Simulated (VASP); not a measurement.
**Zr8O15 (a cell with a defect): electric field gradients with PBE**

System: Zr8O15 (a cell with a defect).

```
Zr O
1.0
    -0.84776    5.20230    5.25516
     4.30094    0.00000    5.25516
     5.14870    5.20230    0.00000
Zr O
8 15
Cartesian
  0.3971 5.4088 6.3535
  5.5458 5.4088 6.3535
  3.4799 2.8077 1.5293
  7.7809 8.0100 6.7844
  3.0560 4.9958 4.1568
  8.2047 4.9958 4.1568
  0.8210 2.3946 3.7259
  5.1219 7.5969 8.9811
  1.9055 3.9324 2.5183
  6.2065 9.1347 7.7734
  1.9715 6.5336 5.3645
  7.1202 6.5336 5.3645
  2.3954 1.2699 2.7369
  6.6964 6.4722 7.9920
  1.4816 3.8710 5.1459
  6.6303 3.8710 5.1459
  4.3647 6.9269 7.0750
  4.6611 4.3257 0.8077
  3.8133 4.3257 6.0629
  4.2372 3.4777 3.4353
  8.5381 8.6800 8.6905
  4.7886 6.0789 4.4474
  3.9408 6.0789 9.7026
```

This cell differs from its parent crystal: atoms taken out.

```json
{
  "Program": "VASP 6.6.1",
  "Task": "electric field gradients",
  "Functional": "PBE",
  "Potentials or basis": "VASP PAW PBE potentials, release 64 (Zr_sv, O)",
  "Cutoff": "520 eV",
  "k mesh": "3 × 3 × 3",
  "Occupations": "fermi-dirac, width 0.01 eV",
  "Spin": "collinear spin",
  "Starting moments": "[0.5, 0.0, 0.0, 0.5, 0.0, 0.0, 0.5, 0.0, 0.0, 0.0, 0.0, 0.0, 0.0, 0.0, 0.0, 0.0, 0.0, 0.0, 0.0, 0.0, 0.0, 0.0, 0.0] μB",
  "Dipole correction": "no",
  "Charge": "1",
  "Further INCAR settings": "ALGO = Normal; EDIFF = 1e-08; NBANDS = 114; NELECT = 185.0"
}
```

| Property | Result |
| --- | --- |
| Largest force | 1.803 eV/Å |
| Net moment | 1.00 μB per cell |
| Site moments | Zr +0.11, +0.00, +0.13, +0.01, +0.12 (each value once); O +0.01, +0.00, +0.03 (each value once) μB |
| Largest electric field gradient by atom | Zr +160.8, +49.0, +54.1, +155.1, +51.8, +51.5, +125.8, +53.1; O +12.1, +15.5, +13.9, +11.8, +22.1, +14.8, +19.8, +10.9, +7.6, -10.2, +10.8, +7.8, +23.6, +17.9, -12.2 V/Å² |
| Valence electrons inside the program's atomic spheres | Zr 9.55, 9.61, 9.56, 9.60 (each value once); O 5.08, 5.07, 5.09 (each value once) |

Forces on the atoms (eV/Å):
```
Zr   0.752 -1.092 -0.692
Zr   0.100  0.145  0.279
Zr   0.191  0.070 -0.067
Zr  -1.367  0.912 -0.188
Zr   0.003 -0.173 -0.316
Zr  -0.350 -0.254  0.051
Zr   0.620  0.618  1.576
Zr   0.009  0.149 -0.074
O   -0.336 -0.187 -0.011
O    0.311  0.136 -0.497
O   -0.307 -0.076  0.257
O    0.428  0.363  0.161
O   -1.381  0.085 -0.498
O    0.479  0.013 -0.193
O   -0.325 -0.129  0.325
O    0.083 -0.040 -0.072
O   -0.055 -0.061 -0.093
O    0.559  0.807  0.259
O   -0.105 -0.817  0.396
O    0.005  0.037  0.100
O    0.645 -0.924 -0.702
O    0.202  0.353 -0.827
O   -0.162  0.065  0.827
```

Levels at points of the mesh, in eV from the Fermi level:
Spin up:
| k point | band 89 | band 90 | band 91 | band 92 | band 93 | band 94 | band 95 | band 96 | band 97 | band 98 |
| --- | --- | --- | --- | --- | --- | --- | --- | --- | --- | --- |
| (0.00, 0.00, 0.00) | -2.59 | -2.53 | -2.29 | -2.17 | -0.68 | 1.68 | 1.76 | 1.92 | 2.16 | 2.32 |
Spin down:
| k point | band 90 | band 91 | band 92 | band 93 | band 94 | band 95 |
| --- | --- | --- | --- | --- | --- | --- |
| (0.00, 0.00, 0.00) | -2.51 | -2.26 | -2.16 | 0.55 | 1.85 | 1.89 |

Electric field gradients, principal values (V/Å²):
```tsv
atom	least	middle	greatest (by size)
1 Zr	-44.296	-116.470	160.767
2 Zr	-16.767	-32.265	49.032
3 Zr	-25.773	-28.355	54.128
4 Zr	-35.998	-119.066	155.064
5 Zr	-16.900	-34.940	51.840
6 Zr	-24.076	-27.397	51.473
7 Zr	-44.075	-81.741	125.816
8 Zr	-23.409	-29.694	53.103
9 O	-5.530	-6.559	12.090
10 O	-3.672	-11.836	15.508
11 O	-2.097	-11.840	13.937
12 O	-2.236	-9.559	11.795
13 O	-4.205	-17.910	22.115
14 O	-2.334	-12.471	14.804
15 O	-4.986	-14.844	19.830
16 O	-2.164	-8.688	10.851
17 O	-1.907	-5.721	7.628
18 O	0.107	10.123	-10.230
19 O	-1.335	-9.449	10.784
20 O	-1.736	-6.088	7.825
21 O	-6.330	-17.290	23.621
22 O	-3.213	-14.672	17.885
23 O	0.474	11.691	-12.166
```

Wall time 7 min on 4 MPI ranks on Intel(R) Xeon(R) Platinum 8488C (Sapphire Rapids), on a shared host, peak memory 0.9 GiB a rank.

Caveat: the cell carries a net charge on a neutralising background, which shifts energy and pressure; the cell differs from its parent crystal (atoms taken out); the cell is charged against a uniform background, so pressure and absolute levels hang on convention; without QUAD_EFG the Cq values of the log hold for a quadrupole moment of 1 mb, not for the nuclei.
